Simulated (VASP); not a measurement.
**TaN: single point with HSE06**

TaN:

```xyz
2
Lattice="2.9767 0.0000 0.0000 -1.4883 2.5779 0.0000 0.0000 0.0000 2.9209" Properties=species:S:1:pos:R:3 pbc="T T T"
Ta    0.0000    0.0000    1.4605
N     1.4883    0.8593    0.0000
```

```json
{"Program": "VASP 6.6.1", "Task": "single point", "Functional": "HSE06", "Potentials or basis": "VASP PAW PBE potentials, release 64 (Ta_pv, N)", "Cutoff": "520 eV", "k mesh": "6 × 6 × 6", "Occupations": "fermi-dirac, width 0.05 eV", "Spin": "no spin polarisation"}
```

```json
{
  "Pressure": "-17.1 GPa",
  "Band gap on the k mesh": "zero (bands 8 and 9 overlap by 0.40 eV)"
}
```

Stress tensor (GPa, compression positive):
```
-16.58   0.00   0.00
  0.00 -16.58   0.00
  0.00   0.00 -18.12
```

Levels at points of the mesh, in eV from the Fermi level:
```
           k point  band 5  band 6  band 7  band 8  band 9  band 10  band 11  band 12
(0.00, 0.00, 0.00)   -5.59   -5.59   -5.10   -3.95    2.06     3.64     3.64     4.14
(0.50, 0.00, 0.00)   -9.69   -6.23   -4.28   -4.22    3.12     4.04     5.30     5.43
(0.00, 0.00, 0.50)  -10.85   -4.70   -4.70   -0.35   -0.35     2.17     3.48     3.48
(0.50, 0.00, 0.50)   -8.60   -7.43   -6.77   -1.29    4.22     5.33     5.96     7.40
```

It took 28 min on 1 thread of Intel(R) Xeon(R) Platinum 8488C (Sapphire Rapids), with other jobs on the host, peak memory 0.26 GiB.

Caveat: the k points lie up to 0.41 Å⁻¹ apart; the PAW data sets were made with another functional, which shifts forces and pressure a little; spin-orbit coupling is left out, which moves the levels of the heavy elements.
